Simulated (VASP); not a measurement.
The system is SnTe.

```
Sn Te
1.0
     3.28646    0.00000    0.00000
    -1.64323    2.84616    0.00000
     0.00000    0.00000    6.48837
Sn Te
1 1
Direct
  0.00000 0.00000 0.50000
  0.00000 0.00000 0.00000
```

The cell was generated, and may not be a known phase.

```yaml
Program: VASP 6.6.1
Task: relaxation of cell and atoms
Functional: PBE
Potentials_or_basis: VASP PAW PBE potentials, release 64 (Sn_d, Te)
Cutoff: 600 eV
k_mesh: 18 × 18 × 10
Occupations: gaussian, width 0.1 eV
Spin: no spin polarisation
```

At the start: pressure 0.5 GPa; volume 30.35 Å³/atom.

Where does the relaxation end?

Over 5 steps the energy falls by 3.8 meV/atom and the volume is 30.56 Å³/atom (+0.7 %); space group P6/mmm (No. 191, to 0.1 Å) before and after.

Step by step:
```csv
step,energy change (eV),largest force (eV/Å),pressure (GPa),volume (Å³)
1,0.0000,0.0000,0.50,60.69
2,-0.0072,0.0000,-0.29,61.51
3,-0.0073,0.0000,-0.20,61.41
4,-0.0073,0.0000,-0.17,61.40
5,-0.0076,0.0000,-0.02,61.12
```

Final structure:
```
CELL_PARAMETERS angstrom
3.31795 0.00000 0.00000
-1.65898 2.87343 0.00000
0.00000 0.00000 6.41129
ATOMIC_POSITIONS crystal
Sn 0.00000 0.00000 0.50000
Te 0.00000 0.00000 0.00000
```
